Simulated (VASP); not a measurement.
# PbS (F-43m) in VASP: notebook

Runs on PbS. Level: r2SCAN. Tasks: single point.

Everything below comes from runs of VASP 6.6.1. Logs are shortened: lines on timing, memory, paths and dates and some standing lists are left out, and cuts for length are marked.

## 1. The cell of the first run

Symmetry: F-43m, No. 216, cubic system. The conventional cell has a = 6.602 Å, b = 6.602 Å, c = 6.602 Å, α = 90.00°, β = 90.00°, γ = 90.00°. Pb (site symmetry -43m) has 4 S at 2.86 Å within 3.8 Å. S (site symmetry -43m) has 4 Pb at 2.86 Å within 3.8 Å.

## 2. Single point, r2SCAN

POSCAR reads:

```
PbS
1.0
    0.0000000000      3.3009774971      3.3009774971
    3.3009774971      0.0000000000      3.3009774971
    3.3009774971      3.3009774971      0.0000000000
Pb S
1 1
Direct
    0.0000000000      0.0000000000      0.0000000000
    0.2500000000      0.2500000000      0.2500000000
```

INCAR.step1 reads:

```
SYSTEM = PbS
PREC = Accurate
ENCUT = 550
ISMEAR = 0
SIGMA = 0.2
LREAL = .False.
LASPH = .True.
NELM = 120
NBANDS = 17
GGA = PE
ALGO = Normal
EDIFF = 1E-5
LWAVE = .True.
LCHARG = .False.
GGA_COMPAT = .False.
```

INCAR.step2 reads:

```
SYSTEM = PbS
PREC = Accurate
ENCUT = 550
EDIFF = 1E-6
ISMEAR = 0
SIGMA = 0.2
LREAL = .False.
LASPH = .True.
NELM = 120
ALGO = Normal
ISIF = 2
LWAVE = .False.
LCHARG = .False.
METAGGA = R2SCAN
LMIXTAU = .True.
NBANDS = 17
ISTART = 1
GGA_COMPAT = .False.
```

KPOINTS reads:

```
regular mesh
0
Gamma
  4 4 4
  0 0 0
```

Potentials or basis: VASP PAW PBE potentials, release 64 (Pb_d, S).

Started as:

```sh
cat potpaw_PBE.64/Pb_d/POTCAR potpaw_PBE.64/S/POTCAR > POTCAR
cp INCAR.step1 INCAR
mpirun -np 1 vasp_std > vasp.out
cp INCAR.step2 INCAR
mpirun -np 1 vasp_std > vasp.out
```

OUTCAR:

```text
SYSTEM = PbS
   PREC = Accurate
   ENCUT = 550
   EDIFF = 1E-6
   ISMEAR = 0
   LREAL = .False.
   LASPH = .True.
   NELM = 120
   ISIF = 2
   METAGGA = R2SCAN
   ISTART = 1

 ion  position               nearest neighbor table
   1  0.000  0.000  0.000-   2 2.86   2 2.86   2 2.86   2 2.86
   2  0.250  0.250  0.250-   1 2.86   1 2.86   1 2.86   1 2.86

  LATTYP: Found a face centered cubic cell.
 ALAT       =     6.6019549942

  Lattice vectors:

 A1 = (   0.0000000000,   3.3009774971,   3.3009774971)
 A2 = (   3.3009774971,   0.0000000000,   3.3009774971)
 A3 = (   3.3009774971,   3.3009774971,   0.0000000000)

Analysis of symmetry for initial positions (statically):
=====================================================================
 Subroutine PRICEL returns:
 Original cell was already a primitive cell.

 Routine SETGRP: Setting up the symmetry group for a
 face centered cubic supercell.

 Subroutine GETGRP returns: Found 24 space group operations
 (whereof 24 operations were pure point group operations)
 out of a pool of 48 trial point group operations.

The static configuration has the point symmetry T_d .

Analysis of symmetry for dynamics (positions and initial velocities):
=====================================================================
 Subroutine PRICEL returns:
 Original cell was already a primitive cell.

 Routine SETGRP: Setting up the symmetry group for a
 face centered cubic supercell.

 Subroutine GETGRP returns: Found 24 space group operations
 (whereof 24 operations were pure point group operations)
 out of a pool of 48 trial point group operations.

The dynamic configuration has the point symmetry T_d .

 Subroutine INISYM returns: Found 24 space group operations
 (whereof 24 operations are pure point group operations),
 and found     1 'primitive' translations

----------------------------------------------------------------------------------------

                                     Primitive cell

  volume of cell :      71.9379

  direct lattice vectors                    reciprocal lattice vectors
     0.000000000  3.300977497  3.300977497    -0.151470284  0.151470284  0.151470284
     3.300977497  0.000000000  3.300977497     0.151470284 -0.151470284  0.151470284
     3.300977497  3.300977497  0.000000000     0.151470284  0.151470284 -0.151470284

  length of vectors
     4.668287145  4.668287145  4.668287145     0.262354228  0.262354228  0.262354228

  position of ions in fractional coordinates (direct lattice)
     0.000000000  0.000000000  0.000000000
     0.250000000  0.250000000  0.250000000

  ion indices of the primitive-cell ions
   primitive index   ion index
                 1           1
                 2           2

----------------------------------------------------------------------------------------

 KPOINTS: regular mesh

Automatic generation of k-mesh.
 Grid dimensions read from file:
 generate k-points for:    4    4    4

 Generating k-lattice:

  Cartesian coordinates                     Fractional coordinates (reciprocal lattice)
    -0.037867571  0.037867571  0.037867571     0.250000000  0.000000000  0.000000000
     0.037867571 -0.037867571  0.037867571     0.000000000  0.250000000  0.000000000
     0.037867571  0.037867571 -0.037867571     0.000000000  0.000000000  0.250000000

  Length of vectors
     0.065588557  0.065588557  0.065588557

  Shift w.r.t. Gamma in fractional coordinates (k-lattice)
     0.000000000  0.000000000  0.000000000

 Subroutine IBZKPT returns following result:
 ===========================================

 Found      8 irreducible k-points:

 Following reciprocal coordinates:
            Coordinates               Weight
  0.000000  0.000000  0.000000      1.000000
  0.250000  0.000000  0.000000      8.000000
  0.500000  0.000000  0.000000      4.000000
  0.250000  0.250000  0.000000      6.000000
  0.500000  0.250000  0.000000     24.000000
 -0.250000  0.250000  0.000000     12.000000
  0.500000  0.500000  0.000000      3.000000
 -0.250000  0.500000  0.250000      6.000000
   k-points           NKPTS =      8   k-points in BZ     NKDIM =      8   number of bands    NBANDS=     17
   number of dos      NEDOS =    301   number of ions     NIONS =      2
   total plane-waves  NPLWV =  46656
   dimension x,y,z NGX =    36 NGY =   36 NGZ =   36
   dimension x,y,z NGXF=    72 NGYF=   72 NGZF=   72
   ions per type =               1   1
   NGX,Y,Z   is equivalent  to a cutoff of  12.82, 12.82, 12.82 a.u.
   NGXF,Y,Z  is equivalent  to a cutoff of  25.64, 25.64, 25.64 a.u.
 SYSTEM =  PbS
   PREC   = accura    normal or accurate (medium, high low for compatibility)
   ISTART =      1    job   : 0-new  1-cont  2-samecut
   ICHARG =      0    charge: 1-file 2-atom 10-const
   ISPIN  =      1    spin polarized calculation?
   LNONCOLLINEAR =      F non collinear calculations
   LSORBIT =      F    spin-orbit coupling
   LASPH  =      T    aspherical Exc in radial PAW
   ENCUT  =  550.0 eV  40.42 Ry    6.36 a.u.   8.93  8.93  8.93*2*pi/ulx,y,z
   NELM   =    120;   NELMIN=  2; NELMDL=  0     # of ELM steps
   EDIFF  = 0.1E-05   stopping-criterion for ELM
   LREAL  =      F    real-space projection
   EDIFFG = 0.1E-04   stopping-criterion for IOM
   NSW    =      0    number of steps for IOM
   IBRION =     -1    ionic relax: 0-MD 1-quasi-New 2-CG
   NFREE  =      0    steps in history (QN), initial steepest desc. (CG)
   ISIF   =      2    stress and relaxation
   ISYM   =      2    0-nonsym 1-usesym 2-fastsym
   POTIM  = 0.5000    time-step for ionic-motion
   TEBEG  =    0.0;   TEEND  =   0.0 temperature during run
   PSTRESS=    0.0 pullay stress
   NELECT =      20.0000    total number of electrons
   NUPDOWN=      -1.0000    fix difference up-down
   EMIN   =  10.00;   EMAX   =-10.00  energy-range for DOS
   EFERMI =   0.00;   METHOD = LEGACY
   ISMEAR =     0;   SIGMA  =   0.20  broadening in eV -4-tet -1-fermi 0-gaus
   EFERMI_NEDOS =   21; number of points for ismear=-14 and -15
   IALGO  =     38    algorithm
   IMIX   =      4    mixing-type and parameters
     AMIX     =   0.40;   BMIX     =  1.00
     AMIX_MAG =   1.60;   BMIX_MAG =  1.00
  volume/ion in A,a.u.               =      35.97       242.73
  Fermi-wavevector in a.u.,A,eV,Ry     =   1.068478  2.019131 15.533028  1.141645
  Thomas-Fermi vector in A             =   2.204127
   LORBIT       =      0    0 simple, 1 ext, 2 COOP (PROOUT), +10 PAW based schemes
   METAGGA = R2SCAN    functional components
   LHFCALC =     F    Hartree Fock is set to
   AEXX    =    0.0000 exact exchange contribution
   IVDW    =     0    specifies the selected vdW correction
   LEPSILON=     F    determine dielectric tensor
   LRPA    =     F    only Hartree local field effects (RPA)
 non-spin polarized calculation
 Gauss-broadening in eV      SIGMA  =   0.20
  energy-cutoff  :      550.00
  volume of cell :       71.94
 maximum number of plane-waves:      2148
   NGX = 17   NGY = 17   NGZ = 17

 number of electron      19.9999996 magnetization

 Free energy of the ion-electron system (eV)
  ---------------------------------------------------
  ext. energy  EPLUGINS =         0.00000000
  ---------------------------------------------------
  free energy    TOTEN  =       -65.11717670 eV

  energy without entropy =      -65.11712576  energy(sigma->0) =      -65.11715123

 E-fermi :   3.1873     XC(G=0):  -8.4705

 val. band max:        2.6972587458   @ k =  -0.2500   0.5000   0.2500
 cond. band min:       3.6504162005   @ k =   0.5000   0.5000   0.0000
 fundamental gap:      0.9531574548
 Fermi energy:         3.1873435137

 k-point     1 :       0.0000    0.0000    0.0000
  band No.  band energies     occupation
      1     -14.5445      2.00000
      2     -14.5445      2.00000
      3     -14.5445      2.00000
      4     -14.5024      2.00000
      5     -14.5024      2.00000
      6     -10.5102      2.00000
[... 9 lines left out ...]
     16      11.7933      0.00000
     17      12.6945      0.00000

 k-point     2 :       0.2500    0.0000    0.0000
  band No.  band energies     occupation
      1     -14.5625      2.00000
      2     -14.5379      2.00000
      3     -14.5379      2.00000
      4     -14.5012      2.00000
      5     -14.5012      2.00000
      6     -10.1783      2.00000
[... 9 lines left out ...]
     16      10.9022      0.00000
     17      12.1603      0.00000

 k-point     3 :       0.5000    0.0000    0.0000
  band No.  band energies     occupation
      1     -14.5802      2.00000
      2     -14.5334      2.00000
      3     -14.5334      2.00000
      4     -14.4980      2.00000
      5     -14.4980      2.00000
      6      -9.7610      2.00000
[... 9 lines left out ...]
     16      11.9554      0.00000
     17      11.9554      0.00000

 k-point     4 :       0.2500    0.2500    0.0000
  band No.  band energies     occupation
      1     -14.5764      2.00000
      2     -14.5300      2.00000
      3     -14.5300      2.00000
      4     -14.5070      2.00000
      5     -14.4975      2.00000
      6     -10.0619      2.00000
[... 9 lines left out ...]
     16      12.3030      0.00000
     17      14.3570      0.00000

 k-point     5 :       0.5000    0.2500    0.0000
  band No.  band energies     occupation
      1     -14.5905      2.00000
      2     -14.5268      2.00000
      3     -14.5236      2.00000
      4     -14.5056      2.00000
      5     -14.4961      2.00000
      6      -9.6245      2.00000
[... 9 lines left out ...]
     16      12.3110      0.00000
     17      13.1038      0.00000

 k-point     6 :      -0.2500    0.2500    0.0000
  band No.  band energies     occupation
      1     -14.5800      2.00000
      2     -14.5313      2.00000
      3     -14.5296      2.00000
      4     -14.5018      2.00000
      5     -14.4998      2.00000
      6      -9.7775      2.00000
[... 9 lines left out ...]
     16      11.7170      0.00000
     17      13.1207      0.00000

 k-point     7 :       0.5000    0.5000    0.0000
  band No.  band energies     occupation
      1     -14.6063      2.00000
      2     -14.5153      2.00000
      3     -14.5153      2.00000
      4     -14.5122      2.00000
      5     -14.4927      2.00000
      6      -9.4648      2.00000
[... 9 lines left out ...]
     16      13.0872      0.00000
     17      13.3848      0.00000

 k-point     8 :      -0.2500    0.5000    0.2500
  band No.  band energies     occupation
      1     -14.5947      2.00000
      2     -14.5281      2.00000
      3     -14.5167      2.00000
      4     -14.5060      2.00000
      5     -14.4974      2.00000
      6      -9.4571      2.00000
[... 9 lines left out ...]
     16      12.7416      0.00000
     17      12.9031      0.00000

------------------------ aborting loop because EDIFF is reached ----------------------------------------

  FORCE on cell =-STRESS in cart. coord.  units (eV):
  Direction    XX          YY          ZZ          XY          YZ          ZX
  --------------------------------------------------------------------------------------
  -------------------------------------------------------------------------------------
  Total       -0.0220600     -0.0220600     -0.0220600      0.0000000     -0.0000000     -0.0000000
  in kB       -0.4913129     -0.4913129     -0.4913129      0.0000000     -0.0000000     -0.0000000
  external PRESSURE =      -0.4913129 kB  Pullay stress =       0.0000000 kB

 VOLUME and BASIS-vectors are now :
 -----------------------------------------------------------------------------
  energy-cutoff  :      550.00
  volume of cell :       71.94
      direct lattice vectors                 reciprocal lattice vectors
     0.000000000  3.300977497  3.300977497    -0.151470284  0.151470284  0.151470284
     3.300977497  0.000000000  3.300977497     0.151470284 -0.151470284  0.151470284
     3.300977497  3.300977497  0.000000000     0.151470284  0.151470284 -0.151470284

 POSITION                                       TOTAL-FORCE (eV/Angst)
 -----------------------------------------------------------------------------------
      0.00000      0.00000      0.00000         0.000000      0.000000      0.000000
      1.65049      1.65049      1.65049        -0.000000     -0.000000     -0.000000
 -----------------------------------------------------------------------------------
    total drift:                                0.000000      0.000000      0.000000

  FREE ENERGIE OF THE ION-ELECTRON SYSTEM (eV)
  ---------------------------------------------------
  free  energy   TOTEN  =       -65.1171767041 eV

  energy  without entropy=      -65.1171257604  energy(sigma->0) =      -65.11715123
```

It took 26 s on 1 thread of Intel Xeon 6975P-C (Granite Rapids), shared host; peak memory 0.21 GiB.

What came out:

* Free energy: -65.1172 eV
* Pressure: 0.0 GPa
* Band gap on the k mesh: 0.95 eV (least direct gap 1.45 eV)

Levels at points of the mesh, in eV from the valence-band top:
| k point | band 7 | band 8 | band 9 | band 10 | band 11 | band 12 | band 13 | band 14 |
| --- | --- | --- | --- | --- | --- | --- | --- | --- |
| (0.00, 0.00, 0.00) | -6.02 | -1.85 | -1.85 | -1.85 | 2.74 | 2.74 | 2.74 | 5.41 |
| (0.50, 0.00, 0.00) | -7.92 | -2.36 | -2.36 | -1.95 | 3.46 | 3.46 | 3.83 | 7.24 |
| (0.50, 0.50, 0.00) | -8.33 | -3.07 | -3.07 | -0.49 | 0.95 | 5.46 | 5.46 | 6.26 |

Caveat: the PAW data sets were made with another functional, which shifts forces and pressure a little; spin-orbit coupling is left out, which moves the levels of the heavy elements. A k mesh can miss the band edges.

## 3. Single point, r2SCAN

POSCAR is that of step 2.

INCAR.step1 reads:

```
PREC     = Accurate       # precision mode
ENCUT    = 550            # plane-wave cutoff, eV
ISMEAR   = 0              # smearing method
SIGMA    = 0.001          # smearing width, eV
LREAL    = False          # projectors in reciprocal space
LASPH    = True           # aspherical terms in the spheres
NELM     = 120            # most SCF steps
NBANDS   = 17             # bands
GGA      = PE             # functional
ALGO     = Normal         # electronic algorithm
EDIFF    = 1E-5           # SCF threshold, eV
LWAVE    = True           # write WAVECAR
LCHARG   = False          # write CHGCAR
GGA_COMPAT= False
```

INCAR.step2 reads:

```
PREC     = Accurate       # precision mode
ENCUT    = 550            # plane-wave cutoff, eV
EDIFF    = 1E-6           # SCF threshold, eV
ISMEAR   = 0              # smearing method
SIGMA    = 0.001          # smearing width, eV
LREAL    = False          # projectors in reciprocal space
LASPH    = True           # aspherical terms in the spheres
NELM     = 120            # most SCF steps
ALGO     = Normal         # electronic algorithm
ISIF     = 2              # what is computed and relaxed
LWAVE    = False          # write WAVECAR
LCHARG   = False          # write CHGCAR
METAGGA  = R2SCAN         # meta-GGA
LMIXTAU  = True         
NBANDS   = 17             # bands
ISTART   = 1            
GGA_COMPAT= False
```

KPOINTS reads:

```
regular mesh
0
Gamma
  4 4 4
```

Potentials or basis: VASP PAW PBE potentials, release 64 (Pb_d, S).

Started as:

```sh
cat potpaw_PBE.64/Pb_d/POTCAR potpaw_PBE.64/S/POTCAR > POTCAR
cp INCAR.step1 INCAR
mpirun -np 1 vasp_std > vasp.out
cp INCAR.step2 INCAR
mpirun -np 1 vasp_std > vasp.out
```

OUTCAR:

```text
PREC = Accurate
   ENCUT = 550
   EDIFF = 1E-6
   ISMEAR = 0
   LREAL = False
   LASPH = True
   NELM = 120
   ISIF = 2
   METAGGA = R2SCAN
   ISTART = 1

 ion  position               nearest neighbor table
   1  0.000  0.000  0.000-   2 2.86   2 2.86   2 2.86   2 2.86
   2  0.250  0.250  0.250-   1 2.86   1 2.86   1 2.86   1 2.86

  LATTYP: Found a face centered cubic cell.
 ALAT       =     6.6019549942

  Lattice vectors:

 A1 = (   0.0000000000,   3.3009774971,   3.3009774971)
[... 327 lines left out ...]
------------------------ aborting loop because EDIFF is reached ----------------------------------------

  FORCE on cell =-STRESS in cart. coord.  units (eV):
  Direction    XX          YY          ZZ          XY          YZ          ZX
  --------------------------------------------------------------------------------------
  -------------------------------------------------------------------------------------
  Total       -0.0219370     -0.0219370     -0.0219370      0.0000000      0.0000000     -0.0000000
  in kB       -0.4885735     -0.4885735     -0.4885735      0.0000000      0.0000000     -0.0000000
  external PRESSURE =      -0.4885735 kB  Pullay stress =       0.0000000 kB

 VOLUME and BASIS-vectors are now :
 -----------------------------------------------------------------------------
  energy-cutoff  :      550.00
  volume of cell :       71.94
      direct lattice vectors                 reciprocal lattice vectors
     0.000000000  3.300977497  3.300977497    -0.151470284  0.151470284  0.151470284
     3.300977497  0.000000000  3.300977497     0.151470284 -0.151470284  0.151470284
     3.300977497  3.300977497  0.000000000     0.151470284  0.151470284 -0.151470284

 POSITION                                       TOTAL-FORCE (eV/Angst)
 -----------------------------------------------------------------------------------
      0.00000      0.00000      0.00000         0.000000      0.000000      0.000000
      1.65049      1.65049      1.65049        -0.000000     -0.000000     -0.000000
 -----------------------------------------------------------------------------------
    total drift:                                0.000000      0.000000      0.000000

  FREE ENERGIE OF THE ION-ELECTRON SYSTEM (eV)
  ---------------------------------------------------
  free  energy   TOTEN  =       -65.1171730717 eV

  energy  without entropy=      -65.1171730717  energy(sigma->0) =      -65.11717307
```

OUTCAR.step1:

```text
PREC = Accurate
   ENCUT = 550
   ISMEAR = 0
   LREAL = False
   LASPH = True
[... 362 lines left out ...]
      0.00000      0.00000      0.00000         0.000000      0.000000      0.000000
      1.65049      1.65049      1.65049        -0.000000     -0.000000     -0.000000
 -----------------------------------------------------------------------------------
    total drift:                                0.000000      0.000000      0.000000

  FREE ENERGIE OF THE ION-ELECTRON SYSTEM (eV)
  ---------------------------------------------------
  free  energy   TOTEN  =        -8.4105848465 eV

  energy  without entropy=       -8.4105848465  energy(sigma->0) =       -8.41058485
```

It took 23 s on 1 thread of Intel Xeon 6975P-C (Granite Rapids), shared host; peak memory 0.22 GiB.

What came out:

```
Free energy            : -65.1172 eV
Pressure               : 0.0 GPa
Band gap on the k mesh : 0.95 eV (least direct gap 1.45 eV)
```

Caveat: the PAW data sets were made with another functional, which shifts forces and pressure a little; spin-orbit coupling is left out, which moves the levels of the heavy elements.
